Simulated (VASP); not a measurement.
# SrTe (Fm-3m) in VASP: a series of runs

SrTe is run at these levels: PBE; tasks: electric field gradients.

Everything below comes from runs of VASP 6.6.1. Logs are shortened: lines on timing, memory, paths and dates and some standing lists are left out, and cuts for length are marked.

## Step 1: The cell of the first run

The structure is cubic, space group Fm-3m (No. 225). Conventional cell: a = 6.576 Å, b = 6.576 Å, c = 6.576 Å, α = 90.00°, β = 90.00°, γ = 90.00°. Within 4.3 Å of Sr (site symmetry m-3m) lie 6 Te at 3.29 Å. Te (site symmetry m-3m) has 6 Sr at 3.29 Å within 4.3 Å.

## Step 2: Electric field gradients, PBE (volume scaled by 0.9405)

The input, INCAR:

```
SYSTEM = SrTe
ALGO = Normal
EDIFF = 1E-8
ENCUT = 400
GGA = PE
GGA_COMPAT = .FALSE.
ISIF = 2
ISMEAR = -1
LASPH = .TRUE.
LCHARG = .FALSE.
LEFG = .TRUE.
LREAL = .FALSE.
LWAVE = .FALSE.
NBANDS = 15
NELM = 120
PREC = Accurate
SIGMA = 0.01
```

The input, KPOINTS:

```
k-points
0
G
  7 7 7
  0 0 0
```

The input, POSCAR:

```
SrTe
1.0
    0.0000000000      3.2879124098      3.2879124098
    3.2879124098      0.0000000000      3.2879124098
    3.2879124098      3.2879124098      0.0000000000
Sr Te
1 1
Direct
    0.0000000000      0.0000000000      0.0000000000
    0.5000000000      0.5000000000      0.5000000000
```

Potentials or basis: VASP PAW PBE potentials, release 64 (Sr_sv, Te).

Run with:

```sh
cat potpaw_PBE.64/Sr_sv/POTCAR potpaw_PBE.64/Te/POTCAR > POTCAR
mpirun -np 1 vasp_std > vasp.out
```

OUTCAR:

```text
SYSTEM = SrTe
   EDIFF = 1E-8
   ENCUT = 400
   GGA = PE
   ISIF = 2
   ISMEAR = -1
   LASPH = .TRUE.
   LREAL = .FALSE.
   NELM = 120
   PREC = Accurate

 ion  position               nearest neighbor table
   1  0.000  0.000  0.000-   2 3.29   2 3.29   2 3.29   2 3.29   2 3.29   2 3.29
   2  0.500  0.500  0.500-   1 3.29   1 3.29   1 3.29   1 3.29   1 3.29   1 3.29

  LATTYP: Found a face centered cubic cell.
 ALAT       =     6.5758248196

  Lattice vectors:

 A1 = (   0.0000000000,   3.2879124098,   3.2879124098)
 A2 = (   3.2879124098,   0.0000000000,   3.2879124098)
 A3 = (   3.2879124098,   3.2879124098,   0.0000000000)

Analysis of symmetry for initial positions (statically):
=====================================================================
 Subroutine PRICEL returns:
 Original cell was already a primitive cell.

 Routine SETGRP: Setting up the symmetry group for a
 face centered cubic supercell.

 Subroutine GETGRP returns: Found 48 space group operations
 (whereof 48 operations were pure point group operations)
 out of a pool of 48 trial point group operations.

The static configuration has the point symmetry O_h .

Analysis of symmetry for dynamics (positions and initial velocities):
=====================================================================
 Subroutine PRICEL returns:
 Original cell was already a primitive cell.

 Routine SETGRP: Setting up the symmetry group for a
 face centered cubic supercell.

 Subroutine GETGRP returns: Found 48 space group operations
 (whereof 48 operations were pure point group operations)
 out of a pool of 48 trial point group operations.

The dynamic configuration has the point symmetry O_h .

 Subroutine INISYM returns: Found 48 space group operations
 (whereof 48 operations are pure point group operations),
 and found     1 'primitive' translations

----------------------------------------------------------------------------------------

                                     Primitive cell

  volume of cell :      71.0871

  direct lattice vectors                    reciprocal lattice vectors
     0.000000000  3.287912410  3.287912410    -0.152072178  0.152072178  0.152072178
     3.287912410  0.000000000  3.287912410     0.152072178 -0.152072178  0.152072178
     3.287912410  3.287912410  0.000000000     0.152072178  0.152072178 -0.152072178

  length of vectors
     4.649810322  4.649810322  4.649810322     0.263396738  0.263396738  0.263396738

  position of ions in fractional coordinates (direct lattice)
     0.000000000  0.000000000  0.000000000
     0.500000000  0.500000000  0.500000000

  ion indices of the primitive-cell ions
   primitive index   ion index
                 1           1
                 2           2

----------------------------------------------------------------------------------------

 KPOINTS: k-points

Automatic generation of k-mesh.
 Grid dimensions read from file:
 generate k-points for:    7    7    7

 Generating k-lattice:

  Cartesian coordinates                     Fractional coordinates (reciprocal lattice)
    -0.021724597  0.021724597  0.021724597     0.142857143  0.000000000  0.000000000
     0.021724597 -0.021724597  0.021724597     0.000000000  0.142857143  0.000000000
     0.021724597  0.021724597 -0.021724597     0.000000000  0.000000000  0.142857143

  Length of vectors
     0.037628105  0.037628105  0.037628105

  Shift w.r.t. Gamma in fractional coordinates (k-lattice)
     0.000000000  0.000000000  0.000000000

 Subroutine IBZKPT returns following result:
 ===========================================

 Found     20 irreducible k-points:

 Following reciprocal coordinates:
            Coordinates               Weight
  0.000000  0.000000  0.000000      1.000000
  0.142857  0.000000  0.000000      8.000000
  0.285714  0.000000  0.000000      8.000000
  0.428571  0.000000  0.000000      8.000000
  0.142857  0.142857  0.000000      6.000000
  0.285714  0.142857  0.000000     24.000000
[... 12 lines left out ...]
 -0.428571  0.428571  0.142857     24.000000
 -0.285714  0.428571  0.142857     24.000000
   k-points           NKPTS =     20   k-points in BZ     NKDIM =     20   number of bands    NBANDS=     15
   number of dos      NEDOS =    301   number of ions     NIONS =      2
   total plane-waves  NPLWV =  27000
   dimension x,y,z NGX =    30 NGY =   30 NGZ =   30
   dimension x,y,z NGXF=    60 NGYF=   60 NGZF=   60
   ions per type =               1   1
   NGX,Y,Z   is equivalent  to a cutoff of  10.73, 10.73, 10.73 a.u.
   NGXF,Y,Z  is equivalent  to a cutoff of  21.45, 21.45, 21.45 a.u.
 SYSTEM =  SrTe
   PREC   = accura    normal or accurate (medium, high low for compatibility)
   ISTART =      0    job   : 0-new  1-cont  2-samecut
   ICHARG =      2    charge: 1-file 2-atom 10-const
   ISPIN  =      1    spin polarized calculation?
   LNONCOLLINEAR =      F non collinear calculations
   LSORBIT =      F    spin-orbit coupling
   LASPH  =      T    aspherical Exc in radial PAW
   ENCUT  =  400.0 eV  29.40 Ry    5.42 a.u.   7.58  7.58  7.58*2*pi/ulx,y,z
   NELM   =    120;   NELMIN=  2; NELMDL= -5     # of ELM steps
   EDIFF  = 0.1E-07   stopping-criterion for ELM
   LREAL  =      F    real-space projection
   EDIFFG = 0.1E-06   stopping-criterion for IOM
   NSW    =      0    number of steps for IOM
   IBRION =     -1    ionic relax: 0-MD 1-quasi-New 2-CG
   NFREE  =      0    steps in history (QN), initial steepest desc. (CG)
   ISIF   =      2    stress and relaxation
   ISYM   =      2    0-nonsym 1-usesym 2-fastsym
   POTIM  = 0.5000    time-step for ionic-motion
   TEBEG  =    0.0;   TEEND  =   0.0 temperature during run
   PSTRESS=    0.0 pullay stress
   NELECT =      16.0000    total number of electrons
   NUPDOWN=      -1.0000    fix difference up-down
   EMIN   =  10.00;   EMAX   =-10.00  energy-range for DOS
   EFERMI =   0.00;   METHOD = LEGACY
   ISMEAR =    -1;   SIGMA  =   0.01  broadening in eV -4-tet -1-fermi 0-gaus
   EFERMI_NEDOS =   21; number of points for ismear=-14 and -15
   IALGO  =     38    algorithm
   IMIX   =      4    mixing-type and parameters
     AMIX     =   0.40;   BMIX     =  1.00
     AMIX_MAG =   1.60;   BMIX_MAG =  1.00
  volume/ion in A,a.u.               =      35.54       239.86
  Fermi-wavevector in a.u.,A,eV,Ry     =   0.995829  1.881843 13.492552  0.991675
  Thomas-Fermi vector in A             =   2.127875
   LORBIT       =      0    0 simple, 1 ext, 2 COOP (PROOUT), +10 PAW based schemes
   GGA     = PE    functional components
   LHFCALC =     F    Hartree Fock is set to
   AEXX    =    0.0000 exact exchange contribution
   IVDW    =     0    specifies the selected vdW correction
   LEPSILON=     F    determine dielectric tensor
   LRPA    =     F    only Hartree local field effects (RPA)
 non-spin polarized calculation
  energy-cutoff  :      400.00
  volume of cell :       71.09
 maximum number of plane-waves:      1309
   NGX = 15   NGY = 15   NGZ = 15

 number of electron      16.0000001 magnetization

 Free energy of the ion-electron system (eV)
  ---------------------------------------------------
  ext. energy  EPLUGINS =         0.00000000
  ---------------------------------------------------
  free energy    TOTEN  =        -8.23016985 eV

  energy without entropy =       -8.23016985  energy(sigma->0) =       -8.23016985

 E-fermi :   3.4646     XC(G=0):  -8.6743

 val. band max:        3.1365263800   @ k =   0.0000   0.0000   0.0000
 cond. band min:       4.7806383499   @ k =   0.4286   0.4286   0.0000
 fundamental gap:      1.6441119699
 Fermi energy:         3.4645531497

 k-point     1 :       0.0000    0.0000    0.0000
  band No.  band energies     occupation
      1     -31.4499      2.00000
      2     -13.4525      2.00000
      3     -13.4525      2.00000
      4     -13.4525      2.00000
      5      -6.9674      2.00000
      6       3.1365      2.00000
      7       3.1365      2.00000
      8       3.1365      2.00000
      9       6.1616      0.00000
     10       6.3659      0.00000
     11       6.3659      0.00000
     12       6.3659      0.00000
     13       7.0559      0.00000
     14       7.0559      0.00000
[... 329 lines left out ...]
      2     -13.5329      2.00000
      3     -13.5281      2.00000
      4     -13.4891      2.00000
      5      -6.3542      2.00000
      6       1.2247      2.00000
      7       1.4034      2.00000
      8       1.8595      2.00000
      9       6.5872      0.00000
     10       7.5982      0.00000
     11       7.9693      0.00000
     12       9.0416      0.00000
     13       9.2605      0.00000
     14      10.4458      0.00000
     15      11.8194      0.00000

------------------------ aborting loop because EDIFF is reached ----------------------------------------

  FORCE on cell =-STRESS in cart. coord.  units (eV):
  Direction    XX          YY          ZZ          XY          YZ          ZX
  --------------------------------------------------------------------------------------
  -------------------------------------------------------------------------------------
  Total        1.1008079      1.1008079      1.1008079     -0.0000000      0.0000000      0.0000000
  in kB       24.8102656     24.8102656     24.8102656     -0.0000000      0.0000000      0.0000000
  external PRESSURE =      24.8102656 kB  Pullay stress =       0.0000000 kB

 VOLUME and BASIS-vectors are now :
 -----------------------------------------------------------------------------
  energy-cutoff  :      400.00
  volume of cell :       71.09
      direct lattice vectors                 reciprocal lattice vectors
     0.000000000  3.287912410  3.287912410    -0.152072178  0.152072178  0.152072178
     3.287912410  0.000000000  3.287912410     0.152072178 -0.152072178  0.152072178
     3.287912410  3.287912410  0.000000000     0.152072178  0.152072178 -0.152072178

 POSITION                                       TOTAL-FORCE (eV/Angst)
 -----------------------------------------------------------------------------------
      0.00000      0.00000      0.00000         0.000000      0.000000     -0.000000
      3.28791      3.28791      3.28791        -0.000000     -0.000000      0.000000
 -----------------------------------------------------------------------------------
    total drift:                               -0.000000      0.000000      0.000000

  FREE ENERGIE OF THE ION-ELECTRON SYSTEM (eV)
  ---------------------------------------------------
  free  energy   TOTEN  =        -8.2301698471 eV

  energy  without entropy=       -8.2301698471  energy(sigma->0) =       -8.23016985

 Electric field gradients (V/A^2)
---------------------------------------------------------------------
 ion       V_xx      V_yy      V_zz      V_xy      V_xz      V_yz
---------------------------------------------------------------------
   1       0.000    -0.000     0.000    -0.000    -0.000    -0.000
   2       0.000    -0.000     0.000     0.000     0.000     0.000
---------------------------------------------------------------------

 Electric field gradients after diagonalization (V/A^2)
 (convention: |V_zz| > |V_xx| > |V_yy|)
----------------------------------------------------------------------
 ion       V_xx      V_yy      V_zz     asymmetry (V_yy - V_xx)/ V_zz
----------------------------------------------------------------------
   1       0.000     0.000    -0.000       0.000
   2      -0.000    -0.000     0.000       0.000
----------------------------------------------------------------------

           NMR quadrupolar parameters

 Cq : quadrupolar parameter    Cq=e*Q*V_zz/h
 eta: asymmetry parameters     (V_yy - V_xx)/ V_zz
 Q  : nuclear electric quadrupole moment in mb (millibarn)
----------------------------------------------------------------------
 ion       Cq(MHz)       eta       Q (mb)
----------------------------------------------------------------------
   1      -0.000       0.000       1.000
   2       0.000       0.000       1.000
----------------------------------------------------------------------
```

Wall time 26 s (1 thread of Intel Xeon 8259CL, shared host); peak memory 0.17 GiB.

What came out:

| Property | Result |
| --- | --- |
| Free energy | -8.2302 eV |
| Pressure | 2.5 GPa |
| Band gap on the k mesh | 1.64 eV, indirect (least direct gap 2.40 eV) |

Caveat: without QUAD_EFG the Cq values of the log hold for a quadrupole moment of 1 mb, not for the nuclei; spin-orbit coupling is left out, which moves the levels of the heavy elements.

(Continued in part 2 of 2.)
